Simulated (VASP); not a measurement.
# Mg2CdN2 (P-3m1) in VASP: further runs, part 2 of 2

VASP 6.6.1.

## (5) Single point, PBE

This run uses another cell than the first one, of 14.00 Å³/atom, 0.728 times its volume.

Input file INCAR:

```
SYSTEM = Mg2CdN2
  PREC = Accurate
  ENCUT = 600
  EDIFF = 1E-6
  ISMEAR = 1
  SIGMA = 0.13605693122994
  LREAL = .False.
  LASPH = .True.
  NELM = 120
  ALGO = Normal
  ISIF = 2
  LWAVE = .False.
  LCHARG = .False.
  GGA = PE
  NBANDS = 21
  ISYM = 0
  GGA_COMPAT = .False.
```

Input file KPOINTS:

```
Automatic mesh
0
Gamma
  2 5 1
  0.5 0.5 0
```

Input file POSCAR:

```
Mg2CdN2
1.0
    3.6339207228      0.0000000000      0.0000000000
   -1.8169603614      3.1470676613      0.0000000000
    0.0000000000      0.0000000000      6.1203169365
Mg Cd N
2 1 2
Direct
    0.6666666667      0.3333333333      0.1534420000
    0.3333333333      0.6666666667      0.8465580000
    0.0000000000      0.0000000000      0.5000000000
    0.6666666667      0.3333333333      0.7722310000
    0.3333333333      0.6666666667      0.2277690000
```

Potentials or basis: VASP PAW PBE potentials, release 64 (Mg, Cd, N).

Started as:

```console
> cat potpaw_PBE.64/Mg/POTCAR potpaw_PBE.64/Cd/POTCAR potpaw_PBE.64/N/POTCAR > POTCAR
> mpirun -np 1 vasp_std > vasp.out
```

OUTCAR:

```text
SYSTEM = Mg2CdN2
   PREC = Accurate
   ENCUT = 600
   EDIFF = 1E-6
   ISMEAR = 1
   LREAL = .False.
   LASPH = .True.
   NELM = 120
   ISIF = 2
   GGA = PE
   ISYM = 0

 ion  position               nearest neighbor table
   1  0.667  0.333  0.153-   5 2.15   5 2.15   5 2.15   4 2.33   2 2.82   2 2.82   2 2.82   3 2.98
                             3 2.98   3 2.98
   2  0.333  0.667  0.847-   4 2.15   4 2.15   4 2.15   5 2.33   1 2.82   1 2.82   1 2.82   3 2.98
                             3 2.98   3 2.98
   3  0.000  0.000  0.500-   4 2.68   5 2.68   4 2.68   5 2.68   4 2.68   5 2.68   1 2.98   2 2.98
                             2 2.98   1 2.98   1 2.98   2 2.98
   4  0.667  0.333  0.772-   2 2.15   2 2.15   2 2.15   1 2.33   3 2.68   3 2.68   3 2.68
   5  0.333  0.667  0.228-   1 2.15   1 2.15   1 2.15   2 2.33   3 2.68   3 2.68   3 2.68

IMPORTANT INFORMATION: All symmetrisations will be switched off!
NOSYMM: (Re-)initialisation of all symmetry stuff for point group C_1.

----------------------------------------------------------------------------------------

                                     Primitive cell

  volume of cell :      69.9931

  direct lattice vectors                    reciprocal lattice vectors
     3.633920723  0.000000000  0.000000000     0.275184870  0.158878059  0.000000000
[... 150 lines left out ...]
 k-point     1 :       0.2500    0.1000    0.0000
  band No.  band energies     occupation
      1     -10.0626      2.00000
      2      -9.5893      2.00000
      3      -5.3108      2.00000
      4      -5.1809      2.00000
      5      -5.1393      2.00000
      6      -4.9971      2.00000
[... 109 lines left out ...]
     20      11.1876      0.00000
     21      12.6124      0.00000

------------------------ aborting loop because EDIFF is reached ----------------------------------------

  FORCE on cell =-STRESS in cart. coord.  units (eV):
  Direction    XX          YY          ZZ          XY          YZ          ZX
  --------------------------------------------------------------------------------------
  -------------------------------------------------------------------------------------
  Total       -3.9752849     -2.3135607     -2.6620264     -0.0058069     -0.0036437     -0.0096206
  in kB      -90.9962297    -52.9585442    -60.9350971     -0.1329219     -0.0834055     -0.2202194
  external PRESSURE =     -68.2966237 kB  Pullay stress =       0.0000000 kB

 VOLUME and BASIS-vectors are now :
 -----------------------------------------------------------------------------
  energy-cutoff  :      600.00
  volume of cell :       69.99
      direct lattice vectors                 reciprocal lattice vectors
     3.633920723  0.000000000  0.000000000     0.275184870  0.158878059  0.000000000
    -1.816960361  3.147067661  0.000000000     0.000000000  0.317756117  0.000000000
     0.000000000  0.000000000  6.120316937     0.000000000  0.000000000  0.163390231

 POSITION                                       TOTAL-FORCE (eV/Angst)
 -----------------------------------------------------------------------------------
      1.81696      1.04902      0.93911         0.001035     -0.108947     -0.004004
     -0.00000      2.09805      5.18120        -0.001035      0.108947      0.003980
      0.00000      0.00000      3.06016        -0.000000      0.000001     -0.000016
      1.81696      1.04902      4.72630        -0.001505     -0.168262      0.015194
     -0.00000      2.09805      1.39402         0.001505      0.168262     -0.015154
 -----------------------------------------------------------------------------------
    total drift:                               -0.000000     -0.000002      0.000029

  FREE ENERGIE OF THE ION-ELECTRON SYSTEM (eV)
  ---------------------------------------------------
  free  energy   TOTEN  =       -21.8135896069 eV

  energy  without entropy=      -21.8181330379  energy(sigma->0) =      -21.81510408
```

OSZICAR:

```text
N       E                     dE             d eps       ncg     rms          rms(c)
DAV:   1     0.158793644762E+03    0.15879E+03   -0.13677E+04   210   0.127E+03
DAV:   2    -0.143134055206E+02   -0.17311E+03   -0.16313E+03   245   0.285E+02
DAV:   3    -0.271394737719E+02   -0.12826E+02   -0.12723E+02   250   0.801E+01
DAV:   4    -0.272620236456E+02   -0.12255E+00   -0.12250E+00   220   0.806E+00
DAV:   5    -0.272626628792E+02   -0.63923E-03   -0.63923E-03   240   0.586E-01    0.121E+01
DAV:   6    -0.219675442970E+02    0.52951E+01   -0.22705E+01   291   0.531E+01    0.931E+00
DAV:   7    -0.218790178639E+02    0.88526E-01   -0.22959E+00   210   0.130E+01    0.407E+00
DAV:   8    -0.218264169344E+02    0.52601E-01   -0.36117E-01   243   0.371E+00    0.131E+00
DAV:   9    -0.218138512118E+02    0.12566E-01   -0.27865E-02   215   0.120E+00    0.392E-01
DAV:  10    -0.218134132999E+02    0.43791E-03   -0.87818E-03   225   0.643E-01    0.126E-01
DAV:  11    -0.218135736705E+02   -0.16037E-03   -0.53886E-04   210   0.187E-01    0.478E-02
DAV:  12    -0.218135866471E+02   -0.12977E-04   -0.10802E-04   230   0.795E-02    0.174E-02
DAV:  13    -0.218135890668E+02   -0.24197E-05   -0.73786E-06   215   0.190E-02    0.524E-03
DAV:  14    -0.218135896069E+02   -0.54005E-06   -0.98020E-07   170   0.551E-03
   1 F= -.21813590E+02 E0= -.21815104E+02  d E =0.454343E-02
```

It took 25 s on 1 thread of Intel Xeon 8259CL, shared host; peak memory 0.2 GiB.

What came out:

| Quantity | Value |
| --- | --- |
| Free energy | -21.8136 eV |
| Pressure | -6.8 GPa |
| Largest force | 0.169 eV/Å |
| Band gap on the k mesh | 1.99 eV, direct |

Forces in eV/Å, atoms in the order of the input:
```
Mg   0.001 -0.109 -0.004
Mg  -0.001  0.109  0.004
Cd   0.000  0.000  0.000
N   -0.002 -0.168  0.015
N    0.002  0.168 -0.015
```

Stress tensor (GPa, compression positive):
```
-9.10 -0.01 -0.02
-0.01 -5.30 -0.01
-0.02 -0.01 -6.09
```

Caveat: the k points lie up to 1.03 Å⁻¹ apart.

## (6) Single point, PBE

This run uses another cell than the first one, of 14.78 Å³/atom, 0.769 times its volume.

Input file INCAR:

```
ALGO = Normal
EDIFF = 1E-6
ENCUT = 600
GGA = PE
GGA_COMPAT = False
ISIF = 2
ISMEAR = 0
LASPH = True
LCHARG = False
LREAL = False
LWAVE = False
NBANDS = 21
NELM = 120
PREC = Accurate
SIGMA = 0.1
```

Input file KPOINTS:

```
k-points
0
Gamma
  3 3 2
```

POSCAR, as its differences from that of step 5:

```diff
@@ -2,5 +2,5 @@
 1.0
-    3.6339207228      0.0000000000      0.0000000000
-   -1.8169603614      3.1470676613      0.0000000000
-    0.0000000000      0.0000000000      6.1203169365
+    3.7006130030      0.0000000000      0.0000000000
+   -1.8503065015      3.2048248702      0.0000000000
+    0.0000000000      0.0000000000      6.2326413164
 Mg Cd N
```

Potentials or basis: VASP PAW PBE potentials, release 64 (Mg, Cd, N).

Started as:

```console
> cat potpaw_PBE.64/Mg/POTCAR potpaw_PBE.64/Cd/POTCAR potpaw_PBE.64/N/POTCAR > POTCAR
> mpirun -np 1 vasp_std > vasp.out
```

OUTCAR:

```text
EDIFF = 1E-6
   ENCUT = 600
   GGA = PE
   ISIF = 2
   ISMEAR = 0
   LASPH = True
   LREAL = False
   NELM = 120
   PREC = Accurate

 ion  position               nearest neighbor table
   1  0.667  0.333  0.153-   5 2.19   5 2.19   5 2.19   4 2.38   2 2.87   2 2.87   2 2.87   3 3.04
                             3 3.04   3 3.04
   2  0.333  0.667  0.847-   4 2.19   4 2.19   4 2.19   5 2.38   1 2.87   1 2.87   1 2.87   3 3.04
                             3 3.04   3 3.04
   3  0.000  0.000  0.500-   4 2.73   5 2.73   4 2.73   5 2.73   4 2.73   5 2.73   1 3.04   2 3.04
[... 332 lines left out ...]
  -------------------------------------------------------------------------------------
  Total       -4.9717755     -4.9717755     -3.9443838      0.0000000      0.0000000     -0.0000000
  in kB     -107.7635729   -107.7635729    -85.4947874      0.0000000      0.0000000     -0.0000000
  external PRESSURE =    -100.3406444 kB  Pullay stress =       0.0000000 kB

 VOLUME and BASIS-vectors are now :
 -----------------------------------------------------------------------------
  energy-cutoff  :      600.00
  volume of cell :       73.92
      direct lattice vectors                 reciprocal lattice vectors
     3.700613003  0.000000000  0.000000000     0.270225500  0.156014765  0.000000000
    -1.850306501  3.204824870  0.000000000     0.000000000  0.312029531  0.000000000
     0.000000000  0.000000000  6.232641316     0.000000000  0.000000000  0.160445620

 POSITION                                       TOTAL-FORCE (eV/Angst)
 -----------------------------------------------------------------------------------
      1.85031      1.06827      0.95635         0.000000      0.000000      0.132170
     -0.00000      2.13655      5.27629         0.000000      0.000000     -0.132170
      0.00000      0.00000      3.11632         0.000000      0.000000      0.000000
      1.85031      1.06827      4.81304        -0.000000     -0.000000      0.269350
     -0.00000      2.13655      1.41960         0.000000      0.000000     -0.269350
 -----------------------------------------------------------------------------------
    total drift:                                0.000000     -0.000000     -0.000000

  FREE ENERGIE OF THE ION-ELECTRON SYSTEM (eV)
  ---------------------------------------------------
  free  energy   TOTEN  =       -21.1361187102 eV

  energy  without entropy=      -21.1244314554  energy(sigma->0) =      -21.13027508
```

OSZICAR:

```text
N       E                     dE             d eps       ncg     rms          rms(c)
DAV:   1     0.157717593389E+03    0.15772E+03   -0.13915E+04   252   0.127E+03
DAV:   2    -0.139803829300E+02   -0.17170E+03   -0.16346E+03   287   0.284E+02
DAV:   3    -0.267034784854E+02   -0.12723E+02   -0.12627E+02   300   0.788E+01
DAV:   4    -0.268138137136E+02   -0.11034E+00   -0.11030E+00   277   0.768E+00
DAV:   5    -0.268144408661E+02   -0.62715E-03   -0.62715E-03   292   0.571E-01    0.122E+01
DAV:   6    -0.213667335109E+02    0.54477E+01   -0.27339E+01   314   0.478E+01    0.897E+00
DAV:   7    -0.212043059564E+02    0.16243E+00   -0.23110E+00   262   0.124E+01    0.377E+00
DAV:   8    -0.211492107348E+02    0.55095E-01   -0.36897E-01   267   0.360E+00    0.125E+00
DAV:   9    -0.211363037248E+02    0.12907E-01   -0.31186E-02   267   0.120E+00    0.366E-01
DAV:  10    -0.211359405970E+02    0.36313E-03   -0.82668E-03   252   0.620E-01    0.128E-01
DAV:  11    -0.211361107909E+02   -0.17019E-03   -0.57935E-04   262   0.183E-01    0.497E-02
DAV:  12    -0.211361157649E+02   -0.49741E-05   -0.12654E-04   293   0.784E-02    0.147E-02
DAV:  13    -0.211361181478E+02   -0.23829E-05   -0.84573E-06   287   0.193E-02    0.471E-03
DAV:  14    -0.211361187102E+02   -0.56240E-06   -0.10360E-06   230   0.550E-03
   1 F= -.21136119E+02 E0= -.21130275E+02  d E =-.116873E-01
```

stdout:

```text
POSCAR found type information on POSCAR MgCdN
 POSCAR found :  3 types and       5 ions
 scaLAPACK will be used
 LDA part: xc-table for (Slater+PW92), standard interpolation
 POSCAR, INCAR and KPOINTS ok, starting setup
 FFT: planning ... GRIDC
 FFT: planning ... GRID_SOFT
 FFT: planning ... GRID
 WAVECAR not read
 entering main loop
```

Wall time 30 s (1 thread of Intel Xeon 8259CL, shared host); peak memory 0.2 GiB.

Results:

| Quantity | Value |
| --- | --- |
| Free energy | -21.1361 eV |
| Pressure | -10.0 GPa |
| Largest force | 0.269 eV/Å |
| Band gap on the k mesh | zero (band 13 reaches 1.96 eV, above the bottom of band 14 at 1.83 eV) |

Forces in eV/Å, atoms in the order of the input:
```
Mg   0.000  0.000  0.132
Mg   0.000  0.000 -0.132
Cd   0.000  0.000  0.000
N    0.000  0.000  0.269
N    0.000  0.000 -0.269
```

Stress tensor (GPa, compression positive):
```
-10.78   0.00   0.00
  0.00 -10.78   0.00
  0.00   0.00  -8.55
```

Caveat: the k points lie up to 0.65 Å⁻¹ apart.

## (7) Overview

```csv
level,U,cell,k mesh,smearing,gap on the mesh (eV),pressure (GPa),largest force (eV/Å)
PBE,-,"a = 4.040, b = 4.040, c = 6.804 Å, angles 90.0, 90.0, 120.0°, 5 atoms",2 × 2 × 1,gaussian 0.1 eV,none,-16.4,1.08
PBE+U,Cd d U = 0.63 eV,"a = 3.733, b = 3.733, c = 6.287 Å, angles 90.0, 90.0, 120.0°, 5 atoms",3 × 3 × 1,gaussian 0.1 eV,none,-10.8,0.38
PBE,-,"a = 3.634, b = 3.634, c = 6.120 Å, angles 90.0, 90.0, 120.0°, 5 atoms","2 × 5 × 1, shifted",methfessel-paxton 0.136057 eV,1.99,-6.8,0.17
PBE,-,"a = 3.701, b = 3.701, c = 6.233 Å, angles 90.0, 90.0, 120.0°, 5 atoms",3 × 3 × 2,gaussian 0.1 eV,none,-10.0,0.27
```

Alike in all rows: task single point; potentials or basis VASP PAW PBE potentials, release 64 (Mg, Cd, N); no spin polarisation; cutoff (eV) 600.

Caveats: all runs use coarse meshes; forces of over 1 eV/Å act on the atoms, so gaps and moduli don't describe the material at rest (some runs); U without spin polarisation on a metal has little footing (some runs).

Absolute energies hang on the potentials; compare differences alone.
